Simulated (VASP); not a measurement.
ScAl, 2 atoms in the cell. The structure is cubic, space group Pm-3m (No. 221). Conventional cell: a = 3.311 Å, b = 3.311 Å, c = 3.311 Å, α = 90.00°, β = 90.00°, γ = 90.00°. Sc (site symmetry m-3m) has 8 Al at 2.87 Å and 6 Sc at 3.31 Å within 3.8 Å. Within 3.8 Å of Al (site symmetry m-3m) lie 8 Sc at 2.87 Å and 6 Al at 3.31 Å. 

| Quantity | Value |
| --- | --- |
| Program | VASP 6.6.1 |
| Task | single point |
| Functional | PBEsol |
| Potentials or basis | VASP PAW PBE potentials, release 64 (Sc_sv, Al) |
| Cutoff | 520 eV |
| k mesh | 12 × 12 × 12 |
| Occupations | gaussian, width 0.1 eV |
| Spin | no spin polarisation |
| Dipole correction | no |
| Further INCAR settings | ALGO = Normal; EDIFF = 1e-06; NBANDS = 14 |

Potentials or basis: VASP PAW PBE potentials, release 64 (Sc_sv, Al).

Launch:

```bash
$ cat potpaw_PBE.64/Sc_sv/POTCAR potpaw_PBE.64/Al/POTCAR > POTCAR
$ mpirun -np 1 vasp_std > vasp.out
```

Hardware: 1 thread of Intel(R) Xeon(R) Platinum 8488C (Sapphire Rapids) (shared host).

Q: How long does it take, and how much memory?

A: Wall time 22 s on 1 thread of Intel(R) Xeon(R) Platinum 8488C (Sapphire Rapids) (shared host), peak memory 0.18 GiB. Counts: scf iterations 13, k points 84.
